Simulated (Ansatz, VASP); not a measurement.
# Two plane-wave programs on TiAl

```
Ti Al
1.0
     2.81075    0.00000    0.00000
     0.00000    2.81075    0.00000
     0.00000    0.00000    4.06642
Ti Al
1 1
Direct
  0.50000 0.50000 0.50000
  0.00000 0.00000 0.00000
```

Alike in both runs: task relaxation of cell and atoms; functional PBEsol; k mesh 14 × 14 × 10; occupations gaussian, width 0.1 eV; no spin polarisation.

|  | VASP | Ansatz |
| --- | --- | --- |
| version | VASP 6.6.1 | Ansatz 0.2.0 |
| potentials or method | VASP PAW PBE potentials, release 64 (Ti_sv, Al), cutoff 600 eV | scalar-relativistic, plane waves, PAW |
| valence electrons in the cell | 15 | 15 |

Ansatz gave:

- gap on the k mesh at the Fermi level, each at its own relaxed structure (eV): none
- relaxed volume (Å³/atom): 15.77
- relaxed cell length with the largest relative difference (Å): 4.040

Question: Estimate VASP's values.

Answer: gap on the k mesh at the Fermi level, each at its own relaxed structure (eV): none; relaxed volume (Å³/atom): 15.78; relaxed cell length with the largest relative difference (Å): 4.043.

VASP's potentials were made for PBE, not for PBEsol, and Ansatz warns of the same on its side. A gap of «none» marks a metal or a gap that the smearing closes.
